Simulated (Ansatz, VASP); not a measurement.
**One calculation of SiC5, two programs**

INCAR

```
SYSTEM = SiC5
PREC     = Accurate       ! precision mode
ENCUT    = 600            ! plane-wave cutoff, eV
EDIFF    = 1E-6           ! SCF threshold, eV
ISMEAR   = 0              ! smearing method
SIGMA    = 0.1            ! smearing width, eV
LREAL    = .FALSE.        ! projectors in reciprocal space
LASPH    = .TRUE.         ! aspherical terms in the spheres
NELM     = 80             ! most SCF steps
ALGO     = Normal         ! electronic algorithm
ISIF     = 3              ! what is computed and relaxed
LWAVE    = .FALSE.        ! write WAVECAR
LCHARG   = .FALSE.        ! write CHGCAR
GGA      = PE             ! functional
IBRION   = 2              ! ionic algorithm
NSW      = 90             ! ionic steps
EDIFFG   = -0.04          ! ionic threshold
```

KPOINTS

```
Automatic mesh
0
G
  6 6 4
  0 0 0
```

The input POSCAR:

```
SiC5
1.0
    5.1401796900      0.0000000000      0.0000000000
   -2.5700898500      4.4515261900      0.0000000000
    0.0000000000      0.0000000000      4.6189359900
Si C
1 5
Direct
    0.0000000000      0.0000000000      0.5000000000
    0.0000000000      0.6383360000      0.0000000000
    0.6383360000      0.0000000000      0.0000000000
    0.3616640000      0.3616640000      0.0000000000
    0.6666666700      0.3333333300      0.5000000000
    0.3333333300      0.6666666700      0.5000000000
```

Input for Ansatz:

```yaml
crystal:
  lattice:
    - [5.14017969, 0.0, 0.0]
    - [-2.57008985, 4.45152619, 0.0]
    - [0.0, 0.0, 4.61893599]
  atoms:
    - { symbol: Si, position: [0.0, 0.0, 0.5] }
    - { symbol: C, position: [0.0, 0.638336, 0.0] }
    - { symbol: C, position: [0.638336, 0.0, 0.0] }
    - { symbol: C, position: [0.361664, 0.361664, 0.0] }
    - { symbol: C, position: [0.66666667, 0.33333333, 0.5] }
    - { symbol: C, position: [0.33333333, 0.66666667, 0.5] }
basis:
  ecutwfc: 420
kpoints:
  mp_grid: { grid: [6, 6, 4] }
hamiltonian:
  xc: pbe
scf:
  occupations: { method: gaussian, width: 0.1 }
  lower_state_search: "off"
output:
  forces: true
  stress: true
  eigenvalues: true
relax:
  adjacent_minimum: "off"
  f_tol: 0.04
  max_steps: 70
  cell: { stress_tol: 0.4 }
```

Change from the starting cell: species swapped into the YMg5 type (P-62m, No. 189).

Alike in both runs: task relaxation of cell and atoms; functional PBE; k mesh 6 × 6 × 4; occupations gaussian, width 0.1 eV; no spin polarisation.

```csv
,VASP,Ansatz
version,VASP 6.6.1,Ansatz 0.2.0
potentials or method,"VASP PAW PBE potentials, release 64 (Si, C), cutoff 600 eV","scalar-relativistic, plane waves, PAW"
valence electrons in the cell,24,24
```

```csv
,VASP,Ansatz,Ansatz less VASP
"gap on the k mesh at the Fermi level, each at its own relaxed structure (eV)",none,none,-
relaxed volume (Å³/atom),7.71,13.49,+5.777
relaxed length of the cell vector where the two differ most in proportion (Å),3.401,8.413,+5.0117
```

A gap of «none» marks a metal or a gap that the smearing closes. One of these differences is far larger than is usual between the two programs; its cause wasn't traced.

Noted on VASP's run: the volume moved by over 15 % at a fixed basis, so the end points are rough.
